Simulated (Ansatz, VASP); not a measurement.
CsSnI3: VASP beside Ansatz

```xyz
5
Lattice="6.2415 0.0000 0.0000 0.0000 6.2415 0.0000 0.0000 0.0000 6.2415" Properties=species:S:1:pos:R:3 pbc="T T T"
Cs    0.0000    0.0000    0.0000
Sn    3.1207    3.1207    3.1207
I     3.1207    3.1207    0.0000
I     3.1207    0.0000    3.1207
I     0.0000    3.1207    3.1207
```

Alike in both runs: task single point; functional r2SCAN; k mesh 4 × 4 × 4; no spin polarisation.

|  | VASP | Ansatz |
| --- | --- | --- |
| version | VASP 6.6.1 | Ansatz 0.2.0 |
| potentials or method | VASP PAW PBE potentials, release 64 (Cs_sv, Sn_d, I) | plane waves, PAW |
| plane-wave cutoff (eV) | 520 | 500 |
| occupations | gaussian, width 0.01 eV | fixed |
| valence electrons in the cell | 44 | 74 |

```tsv
	VASP	Ansatz	Ansatz less VASP
gap on the k mesh at the Fermi level (eV)	0.50	0.50	+0.001
pressure (GPa)	0.0	0.0	+0.01
```

VASP's potentials were made for PBE, not for r2SCAN. VASP's potentials hold 44 valence electrons a cell and Ansatz's 74, so a difference there can come from the potentials and not from the codes.

Neither program's run includes spin-orbit coupling.
